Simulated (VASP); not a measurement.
WC, 2 atoms in the cell. The structure is orthorhombic, space group Cmmm (No. 65). Conventional cell: a = 3.028 Å, b = 4.978 Å, c = 2.959 Å, α = 90.00°, β = 90.00°, γ = 90.00°. W (site symmetry mmm) has 4 C at 2.12 Å within 2.8 Å. Within 2.8 Å of C (site symmetry mmm) lie 4 W at 2.12 Å. 

- Program: VASP 6.6.1
- Task: single point
- Functional: HSE06
- Potentials or basis: VASP PAW PBE potentials, release 64 (W_sv, C)
- Cutoff: 520 eV
- k mesh: 5 × 5 × 3
- Occupations: fermi-dirac, width 0.05 eV
- Spin: no spin polarisation
- Dipole correction: no
- Grid for exact exchange (PRECFOCK): Normal
- Further INCAR settings: ALGO = Normal; EDIFF = 1e-06; NBANDS = 16
- Screening parameter: 0.2079 1/Å

Potentials or basis: VASP PAW PBE potentials, release 64 (W_sv, C).

Launch:

```bash
$ cat potpaw_PBE.64/W_sv/POTCAR potpaw_PBE.64/C/POTCAR > POTCAR
$ cp INCAR.step1 INCAR
$ mpirun -np 1 vasp_std > vasp.out
$ cp INCAR.step2 INCAR
$ mpirun -np 1 vasp_std > vasp.out
```

Hardware: 1 thread of Intel Xeon 6975P-C, on a shared host.

**Question.** Estimate the wall time of this run.

**Answer.** Run time: 9.1 min on 1 thread of Intel Xeon 6975P-C, with other jobs on the host, peak memory 0.26 GiB. Counts: k points 18.
